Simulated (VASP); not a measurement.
Wanted: the native input for a VASP 6.6.1 run.

- Task: single point
- Functional: PBE
- Potentials or basis: VASP PAW PBE potentials, release 64 (Cd, Te)
- Cutoff: 520 eV
- k mesh: 6 × 6 × 6
- Occupations: fermi-dirac, width 0.05 eV
- Spin: no spin polarisation
- Dipole correction: no
- Further INCAR settings: ALGO = Normal; EDIFF = 1e-06; NBANDS = 16

The structure of CdTe lies in POSCAR:

```
CdTe
1.0
    0.0000000000      3.2050000000      3.2530750000
    3.2050000000      0.0000000000      3.2530750000
    3.2050000000      3.2050000000      0.0000000000
Cd Te
1 1
Direct
    0.0000000000      0.0000000000      0.0000000000
    0.2500000000      0.2500000000      0.2500000000
```

One way to write it, as run:

INCAR

```
SYSTEM = CdTe
  PREC = Accurate
  ENCUT = 520
  EDIFF = 1E-6
  ISMEAR = -1
  SIGMA = 0.05
  LREAL = .FALSE.
  LASPH = .TRUE.
  NELM = 100
  ALGO = Normal
  ISIF = 2
  LWAVE = .FALSE.
  LCHARG = .FALSE.
  GGA = PE
  NBANDS = 16
```

KPOINTS

```
regular mesh
0
G
  6 6 6
  0 0 0
```

Potentials or basis: VASP PAW PBE potentials, release 64 (Cd, Te).

Run with:

```sh
$ cat potpaw_PBE.64/Cd/POTCAR potpaw_PBE.64/Te/POTCAR > POTCAR
$ mpirun -np 1 vasp_std > vasp.out
```

Results of the run:

```json
{
  "Pressure": "3.6 GPa",
  "Band gap on the k mesh": "0.81 eV, direct"
}
```

Caveat: spin-orbit coupling is left out, which moves the levels of the heavy elements.

Wall time 43 s on 1 thread of Intel Xeon 6975P-C, on a shared host, peak memory 0.22 GiB.
